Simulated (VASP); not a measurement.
# C in VASP: a series of runs, part 2 of 2

VASP 6.6.1. The steps go on from the part before.

## Step 3: Single point, r2SCAN (epitaxial xy strain -4.0%)

Contents of POSCAR:

```
C
1.0
    0.0000000000      1.7089191755      1.7961065767
    1.7089191755      0.0000000000      1.7961065767
    1.7089191755      1.7089191755      0.0000000000
C
2
Direct
    0.0000000000      0.0000000000      0.0000000000
    0.2500000000      0.2500000000      0.2500000000
```

Contents of INCAR.step1:

```
SYSTEM = C
ALGO = Normal ; EDIFF = 1E-4
ENCUT = 520 ; GGA = PE
ISMEAR = 0 ; LASPH = .True.
LCHARG = .False. ; LREAL = .False.
LWAVE = .True. ; NBANDS = 11
NELM = 60 ; PREC = Accurate
SIGMA = 0.01
```

Contents of INCAR.step2:

```
SYSTEM = C
ALGO = Normal ; EDIFF = 1E-7
ENCUT = 520 ; ISIF = 2
ISMEAR = 0 ; ISTART = 1
LASPH = .True. ; LCHARG = .True.
LELF = .True. ; LMIXTAU = .True.
LREAL = .False. ; LVHAR = .True.
LWAVE = .False. ; METAGGA = R2SCAN
NBANDS = 11 ; NELM = 60
PREC = Accurate ; SIGMA = 0.01
```

Contents of KPOINTS:

```
k-points
0
Gamma
  12 12 12
  0 0 0
```

Potentials or basis: VASP PAW PBE potentials, release 64 (C).

Run with:

```sh
$ cat potpaw_PBE.64/C/POTCAR > POTCAR
$ cp INCAR.step1 INCAR
$ mpirun -np 1 vasp_std > vasp.out
$ cp INCAR.step2 INCAR
$ mpirun -np 1 vasp_std > vasp.out
```

OUTCAR:

```text
SYSTEM = C
   EDIFF = 1E-7
   ENCUT = 520
   ISIF = 2
   ISMEAR = 0
   ISTART = 1
   LASPH = .True.
   LREAL = .False.
   METAGGA = R2SCAN
   NELM = 60
   PREC = Accurate

 ion  position               nearest neighbor table
   1  0.000  0.000  0.000-   2 1.51   2 1.51   2 1.51   2 1.51
   2  0.250  0.250  0.250-   1 1.51   1 1.51   1 1.51   1 1.51

  LATTYP: Found a body centered tetragonal cell.
 ALAT       =     2.4167766750
 C/A-ratio  =     1.4863653686

  Lattice vectors:

 A1 = (  -1.7089191755,   0.0000000000,   1.7961065767)
 A2 = (   1.7089191755,   0.0000000000,   1.7961065767)
 A3 = (   0.0000000000,   1.7089191755,  -1.7961065767)

Analysis of symmetry for initial positions (statically):
=====================================================================
 Subroutine PRICEL returns:
 Original cell was already a primitive cell.

 Routine SETGRP: Setting up the symmetry group for a
 body centered tetragonal supercell.

 Subroutine GETGRP returns: Found 16 space group operations
 (whereof  8 operations were pure point group operations)
 out of a pool of 16 trial point group operations.

The static configuration has the point symmetry D_2d.
 The point group associated with its full space group is D_4h.

Analysis of symmetry for dynamics (positions and initial velocities):
=====================================================================
 Subroutine PRICEL returns:
 Original cell was already a primitive cell.

 Routine SETGRP: Setting up the symmetry group for a
 body centered tetragonal supercell.

 Subroutine GETGRP returns: Found 16 space group operations
 (whereof  8 operations were pure point group operations)
 out of a pool of 16 trial point group operations.

The dynamic configuration has the point symmetry D_2d.
 The point group associated with its full space group is D_4h.

 Subroutine INISYM returns: Found 16 space group operations
 (whereof  8 operations are pure point group operations),
 and found     1 'primitive' translations

[... 120 lines left out ...]
   LHFCALC =     F    Hartree Fock is set to
   AEXX    =    0.0000 exact exchange contribution
   IVDW    =     0    specifies the selected vdW correction
   LEPSILON=     F    determine dielectric tensor
   LRPA    =     F    only Hartree local field effects (RPA)
 non-spin polarized calculation
 Gauss-broadening in eV      SIGMA  =   0.01
  energy-cutoff  :      520.00
  volume of cell :       10.49
 maximum number of plane-waves:       297
   NGX =  9   NGY =  9   NGZ =  9

 number of electron       7.9999999 magnetization

 Free energy of the ion-electron system (eV)
  ---------------------------------------------------
  ext. energy  EPLUGINS =         0.00000000
  ---------------------------------------------------
  free energy    TOTEN  =       -19.50201249 eV

  energy without entropy =      -19.50201249  energy(sigma->0) =      -19.50201249

 E-fermi :  11.4214     XC(G=0): -14.6946

 val. band max:       11.1788730056   @ k =   0.0000   0.0000   0.0000
 cond. band min:      15.0158747391   @ k =   0.3333   0.0000   0.3333
 fundamental gap:      3.8370017335
 Fermi energy:        11.4214348318

 k-point     1 :       0.0000    0.0000    0.0000
  band No.  band energies     occupation
      1     -12.9208      2.00000
      2      10.3014      2.00000
      3      11.1789      2.00000
      4      11.1789      2.00000
      5      16.7348      0.00000
      6      16.7348      0.00000
      7      17.4248      0.00000
      8      26.5747      0.00000
      9      32.4245      0.00000
     10      37.4469      0.00000
     11      38.8364      0.00000
[... 309 lines left out ...]
 k-point    24 :      -0.4167    0.1667    0.0000
  band No.  band energies     occupation
      1      -5.9849      2.00000
      2      -3.2507      2.00000
      3       4.1435      2.00000
      4       7.3504      2.00000
      5      19.7725      0.00000
      6      22.2762      0.00000
      7      23.1967      0.00000
      8      28.4039      0.00000
      9      32.8098      0.00000
     10      37.1467      0.00000
     11      38.2994      0.00000

 [... further k-points ...]

------------------------ aborting loop because EDIFF is reached ----------------------------------------

  FORCE on cell =-STRESS in cart. coord.  units (eV):
  Direction    XX          YY          ZZ          XY          YZ          ZX
  --------------------------------------------------------------------------------------
  -------------------------------------------------------------------------------------
  Total        3.7729383      3.7729383      0.1010795      0.0000000      0.0000000      0.0000000
  in kB      576.2157642    576.2157642     15.4371982      0.0000000      0.0000000      0.0000000
  external PRESSURE =     389.2895755 kB  Pullay stress =       0.0000000 kB

 VOLUME and BASIS-vectors are now :
 -----------------------------------------------------------------------------
  energy-cutoff  :      520.00
  volume of cell :       10.49
      direct lattice vectors                 reciprocal lattice vectors
     0.000000000  1.708919175  1.796106577    -0.292582591  0.292582591  0.278379917
     1.708919175  0.000000000  1.796106577     0.292582591 -0.292582591  0.278379917
     1.708919175  1.708919175  0.000000000     0.292582591  0.292582591 -0.278379917

 POSITION                                       TOTAL-FORCE (eV/Angst)
 -----------------------------------------------------------------------------------
      0.00000      0.00000      0.00000        -0.000000     -0.000000     -0.000000
      0.85446      0.85446      0.89805         0.000000      0.000000      0.000000
 -----------------------------------------------------------------------------------
    total drift:                               -0.000000     -0.000000     -0.000000

  FREE ENERGIE OF THE ION-ELECTRON SYSTEM (eV)
  ---------------------------------------------------
  free  energy   TOTEN  =       -19.5020124857 eV

  energy  without entropy=      -19.5020124857  energy(sigma->0) =      -19.50201249
```

OUTCAR.step1:

```text
SYSTEM = C
   EDIFF = 1E-4
   ENCUT = 520
   GGA = PE
   ISMEAR = 0
   LASPH = .True.
[... 559 lines left out ...]
 -----------------------------------------------------------------------------------
      0.00000      0.00000      0.00000        -0.000000     -0.000000      0.000000
      0.85446      0.85446      0.89805         0.000000      0.000000     -0.000000
 -----------------------------------------------------------------------------------
    total drift:                               -0.000000     -0.000000     -0.000000

  FREE ENERGIE OF THE ION-ELECTRON SYSTEM (eV)
  ---------------------------------------------------
  free  energy   TOTEN  =       -18.0143392785 eV

  energy  without entropy=      -18.0143392785  energy(sigma->0) =      -18.01433928
```

Wall time 83 s (1 thread of Intel Xeon 8259CL, shared host); peak memory 0.12 GiB.

What came out:

- Free energy: -19.5020 eV
- Pressure: 38.9 GPa
- Band gap on the k mesh: 3.84 eV (least direct gap 5.56 eV)

Levels at points of the mesh, in eV from the valence-band top:
```csv
k point,band 2,band 3,band 4,band 5,band 6,band 7
"(0.00, 0.00, 0.00)",-0.88,0.00,0.00,5.56,5.56,6.25
"(0.50, 0.00, 0.00)",-15.25,-4.00,-2.96,8.08,9.16,10.55
"(0.50, 0.50, 0.00)",-15.03,-6.90,-6.90,5.75,5.75,18.64
"(0.50, 0.00, 0.50)",-14.17,-7.71,-7.71,4.47,4.47,18.79
```

Caveat: the cell differs from its parent crystal (epitaxial xy strain -4.0%); the cell stands under pressure; the PAW data sets were made with another functional, which shifts forces and pressure a little.

## Step 4: Single point, r2SCAN (uniaxial x strain -1.5%)

Contents of POSCAR:

```
C
1.0
    0.0000000000      1.7801241411      1.7801241411
    1.7534222790      0.0000000000      1.7801241411
    1.7534222790      1.7801241411      0.0000000000
C
2
Direct
    0.0000000000      0.0000000000      0.0000000000
    0.2500000000      0.2500000000      0.2500000000
```

Contents of INCAR.step1:

```
ALGO = Normal
EDIFF = 1E-4
ENCUT = 520
GGA = PE
ISMEAR = 0
LASPH = T
LCHARG = F
LREAL = F
LWAVE = T
NBANDS = 11
NELM = 80
PREC = Accurate
SIGMA = 0.01
```

Contents of INCAR.step2:

```
ALGO = Normal
EDIFF = 1E-7
ENCUT = 520
ISIF = 2
ISMEAR = 0
ISTART = 1
LASPH = T
LCHARG = F
LMIXTAU = T
LREAL = F
LWAVE = F
METAGGA = R2SCAN
NBANDS = 11
NELM = 80
PREC = Accurate
SIGMA = 0.01
```

Contents of KPOINTS:

```
k-points
0
Gamma
  12 12 12
```

Run with:

```sh
$ cat potpaw_PBE.64/C/POTCAR > POTCAR
$ cp INCAR.step1 INCAR
$ mpirun -np 1 vasp_std > vasp.out
$ cp INCAR.step2 INCAR
$ mpirun -np 1 vasp_std > vasp.out
```

Run time: 1.8 min. Hardware: 1 thread of Intel Xeon 8259CL, shared host; peak memory 0.13 GiB.

Results (log left out):

* Free energy: -19.6467 eV
* Pressure: 8.2 GPa
* Band gap on the k mesh: 3.98 eV (least direct gap 5.60 eV)

Stress tensor (GPa, compression positive):
```
18.19  0.00  0.00
 0.00  3.22  0.00
 0.00  0.00  3.22
```

Levels at points of the mesh, in eV from the valence-band top:
```tsv
k point	band 2	band 3	band 4	band 5	band 6	band 7
(0.00, 0.00, 0.00)	-0.24	-0.24	0.00	5.60	5.80	5.80
(0.50, 0.00, 0.00)	-14.44	-3.33	-3.05	8.71	8.74	9.42
(0.50, 0.50, 0.00)	-13.98	-6.87	-6.87	5.01	5.01	18.00
(0.00, 0.50, 0.50)	-13.73	-7.10	-7.10	4.64	4.64	18.10
```

Caveat: the cell differs from its parent crystal (uniaxial x strain -1.5%); the cell stands under pressure; the PAW data sets were made with another functional, which shifts forces and pressure a little.

## Step 5: Single point, r2SCAN (strain along [111] -0.5%)

Contents of POSCAR:

```
C
1.0
   -0.0059337471      1.7741903940      1.7741903940
    1.7741903940     -0.0059337471      1.7741903940
    1.7741903940      1.7741903940     -0.0059337471
C
2
Direct
   -0.0000169120     -0.0000169120     -0.0000169120
    0.2500169120      0.2500169120      0.2500169120
```

Contents of INCAR.step1:

```
SYSTEM = C
PREC = Accurate ; ENCUT = 520
ISMEAR = 0 ; SIGMA = 0.01
LREAL = .False. ; LASPH = .True.
NELM = 100 ; NBANDS = 11
GGA = PE ; ALGO = Normal
EDIFF = 1E-4 ; LWAVE = .True.
LCHARG = .False.
```

Contents of INCAR.step2:

```
SYSTEM = C
PREC = Accurate ; ENCUT = 520
EDIFF = 1E-7 ; ISMEAR = 0
SIGMA = 0.01 ; LREAL = .False.
LASPH = .True. ; NELM = 100
ALGO = Normal ; ISIF = 2
LWAVE = .False. ; LCHARG = .True.
METAGGA = R2SCAN ; LMIXTAU = .True.
LELF = .True. ; LVHAR = .True.
NBANDS = 11 ; ISTART = 1
```

Contents of KPOINTS:

```
Automatic mesh
0
Gamma
  12 12 12
  0 0 0
```

Potentials or basis: VASP PAW PBE potentials, release 64 (C).

Run with:

```sh
$ cat potpaw_PBE.64/C/POTCAR > POTCAR
$ cp INCAR.step1 INCAR
$ mpirun -np 1 vasp_std > vasp.out
$ cp INCAR.step2 INCAR
$ mpirun -np 1 vasp_std > vasp.out
```

OUTCAR:

```text
SYSTEM = C
   PREC = Accurate
   ENCUT = 520
   EDIFF = 1E-7
   ISMEAR = 0
   LREAL = .False.
   LASPH = .True.
   NELM = 100
   ISIF = 2
   METAGGA = R2SCAN
   ISTART = 1

 ion  position               nearest neighbor table
   1  1.000  1.000  1.000-   2 1.53   2 1.54   2 1.54   2 1.54
   2  0.250  0.250  0.250-   1 1.53   1 1.54   1 1.54   1 1.54

  LATTYP: Found a trigonal (rhomboedric) cell.
 ALAT       =     2.5090911338
[... 526 lines left out ...]

 [... further k-points ...]

------------------------ aborting loop because EDIFF is reached ----------------------------------------

  FORCE on cell =-STRESS in cart. coord.  units (eV):
  Direction    XX          YY          ZZ          XY          YZ          ZX
  --------------------------------------------------------------------------------------
  -------------------------------------------------------------------------------------
  Total        0.2417369      0.2417369      0.2417369      0.1405954      0.1405954      0.1405954
  in kB       34.5024166     34.5024166     34.5024166     20.0667773     20.0667773     20.0667773
  external PRESSURE =      34.5024166 kB  Pullay stress =       0.0000000 kB

 VOLUME and BASIS-vectors are now :
 -----------------------------------------------------------------------------
  energy-cutoff  :      520.00
  volume of cell :       11.23
      direct lattice vectors                 reciprocal lattice vectors
    -0.005933747  1.774190394  1.774190394    -0.280408803  0.281349772  0.281349772
     1.774190394 -0.005933747  1.774190394     0.281349772 -0.280408803  0.281349772
     1.774190394  1.774190394 -0.005933747     0.281349772  0.281349772 -0.280408803

 POSITION                                       TOTAL-FORCE (eV/Angst)
 -----------------------------------------------------------------------------------
      3.54239      3.54239      3.54239        -0.005624     -0.005624     -0.005624
      0.88567      0.88567      0.88567         0.005624      0.005624      0.005624
 -----------------------------------------------------------------------------------
    total drift:                                0.000000      0.000000      0.000000

  FREE ENERGIE OF THE ION-ELECTRON SYSTEM (eV)
  ---------------------------------------------------
  free  energy   TOTEN  =       -19.6555847085 eV

  energy  without entropy=      -19.6555847085  energy(sigma->0) =      -19.65558471
```

OSZICAR.step1:

```text
N       E                     dE             d eps       ncg     rms          rms(c)
DAV:   1     0.951999747890E+00    0.95200E+00   -0.48880E+03  4289   0.724E+02
DAV:   2    -0.184379252798E+02   -0.19390E+02   -0.18722E+02  5408   0.124E+02
DAV:   3    -0.188396522603E+02   -0.40173E+00   -0.40079E+00  4907   0.138E+01
DAV:   4    -0.188403289566E+02   -0.67670E-03   -0.67668E-03  4428   0.702E-01
DAV:   5    -0.188403297423E+02   -0.78565E-06   -0.78565E-06  4735   0.227E-02    0.563E+00
DAV:   6    -0.183454593044E+02    0.49487E+00   -0.25828E-01  4266   0.359E+00    0.337E+00
DAV:   7    -0.181789385401E+02    0.16652E+00   -0.31541E-01  4494   0.401E+00    0.775E-01
DAV:   8    -0.181807845962E+02   -0.18461E-02   -0.88301E-03  4356   0.704E-01    0.440E-02
DAV:   9    -0.181808248776E+02   -0.40281E-04   -0.61620E-05  4676   0.635E-02
   1 F= -.18180825E+02 E0= -.18180825E+02  d E =-.293157E-36
```

Run time: 2 min. Hardware: 1 thread of Intel Xeon 8259CL, shared host; peak memory 0.13 GiB.

What came out:

- Free energy: -19.6556 eV
- Pressure: 3.5 GPa
- Largest force: 0.010 eV/Å
- Band gap on the k mesh: 4.36 eV (least direct gap 5.81 eV)

Forces on the atoms (eV/Å):
```
C   -0.006 -0.006 -0.006
C    0.006  0.006  0.006
```

Caveat: the cell differs from its parent crystal (strain along [111] -0.5%); the cell stands under pressure; the PAW data sets were made with another functional, which shifts forces and pressure a little.

## Step 6: Overview

```csv
level,cell,smearing,gap on the mesh (eV),pressure (GPa),largest force (eV/Å)
PBE,"a = 2.546 Å, angles 61.9°, 2 atoms",fermi-dirac 0.02 eV,3.92,-23.7,0.06
r2SCAN,"a = 2.479, b = 2.479, c = 2.417 Å, angles 60.8, 60.8, 58.3°, 2 atoms",gaussian 0.01 eV,3.84,38.9,-
r2SCAN,"a = 2.517, b = 2.499, c = 2.499 Å, angles 60.5, 59.8, 59.8°, 2 atoms",gaussian 0.01 eV,3.98,8.2,-
r2SCAN,"a = 2.509 Å, angles 60.2°, 2 atoms",gaussian 0.01 eV,4.36,3.5,0.01
```

Alike in all rows: task single point; potentials or basis VASP PAW PBE potentials, release 64 (C); no spin polarisation; k mesh 12 × 12 × 12; cutoff (eV) 520.

Caveats: the cell stands under pressure (at least some runs); the PAW data sets were made with another functional, which shifts forces and pressure a little (at least some runs); the cell stands under tension (at least some runs).

Total energies depend on the potentials used, so only differences within one code and one set of settings carry meaning.
